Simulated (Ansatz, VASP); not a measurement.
## NaH: VASP beside Ansatz

File POSCAR:

```
NaH
1.0
    0.0000000000      2.4017983752      2.6023485395
    2.4017983752      0.0000000000      2.6023485395
    2.4017983752      2.4017983752      0.0000000000
Na H
1 1
Direct
    0.0000000000      0.0000000000      0.0000000000
    0.5000000000      0.5000000000      0.5000000000
```

Contents of INCAR.step1:

```
SYSTEM = NaH
PREC     = Accurate       ! precision mode
ENCUT    = 520            ! plane-wave cutoff, eV
ISMEAR   = -1             ! smearing method
SIGMA    = 0.2            ! smearing width, eV
LREAL    = .FALSE.        ! projectors in reciprocal space
LASPH    = .TRUE.         ! aspherical terms in the spheres
NELM     = 80             ! most SCF steps
NBANDS   = 11             ! bands
GGA      = PE             ! functional
ALGO     = Normal         ! electronic algorithm
EDIFF    = 1E-4           ! SCF threshold, eV
LWAVE    = .TRUE.         ! write WAVECAR
LCHARG   = .FALSE.        ! write CHGCAR
```

File INCAR.step2:

```
SYSTEM = NaH
PREC     = Accurate       ! precision mode
ENCUT    = 520            ! plane-wave cutoff, eV
EDIFF    = 1E-7           ! SCF threshold, eV
ISMEAR   = -1             ! smearing method
SIGMA    = 0.2            ! smearing width, eV
LREAL    = .FALSE.        ! projectors in reciprocal space
LASPH    = .TRUE.         ! aspherical terms in the spheres
NELM     = 80             ! most SCF steps
ALGO     = Normal         ! electronic algorithm
ISIF     = 2              ! what is computed and relaxed
LWAVE    = .FALSE.        ! write WAVECAR
LCHARG   = .FALSE.        ! write CHGCAR
METAGGA  = R2SCAN         ! meta-GGA
LMIXTAU  = .TRUE.       
NBANDS   = 11             ! bands
ISTART   = 1
```

KPOINTS

```
regular mesh
0
G
  10 10 10
  0 0 0
```

Input for Ansatz:

```yaml
crystal:
  lattice:
    - [0.0, 2.4017983752, 2.6023485395]
    - [2.4017983752, 0.0, 2.6023485395]
    - [2.4017983752, 2.4017983752, 0.0]
  atoms:
    - { symbol: Na, position: [0.0, 0.0, 0.0] }
    - { symbol: H, position: [0.5, 0.5, 0.5] }
basis:
  ecutwfc: 520.0
kpoints:
  mp_grid: { grid: [10, 10, 10] }
hamiltonian:
  xc: r2scan
scf:
  occupations: { method: fermi_dirac, width: 0.2 }
output:
  forces: true
  stress: true
  eigenvalues: true
```

Alike in both runs: task single point; functional r2SCAN; k mesh 10 × 10 × 10; occupations fermi-dirac, width 0.2 eV; no spin polarisation.

|  | VASP | Ansatz |
| --- | --- | --- |
| version | VASP 6.6.1 | Ansatz 0.2.0 |
| potentials or method | VASP PAW PBE potentials, release 64 (Na_pv, H), cutoff 520 eV | scalar-relativistic, plane waves, PAW |
| valence electrons in the cell | 8 | 10 |

VASP gave:

```
gap on the k mesh at the Fermi level (eV)                     : 4.22
least direct gap on the mesh (eV)                             : 4.89
pressure (GPa)                                                : -1.8
traceless stress, the component that is largest in VASP (GPa) : -1.25
```

Question: Which values does Ansatz return?

Answer: gap on the k mesh at the Fermi level (eV): 4.21; least direct gap on the mesh (eV): 4.88; pressure (GPa): -1.6; traceless stress, the component that is largest in VASP (GPa): -1.21.

VASP's potentials were made for PBE, not for r2SCAN. The functional is the same, so the differences come from potentials, cutoffs and numerics. VASP's potentials hold 8 valence electrons a cell and Ansatz's 10, so a difference there can come from the potentials and not from the codes.
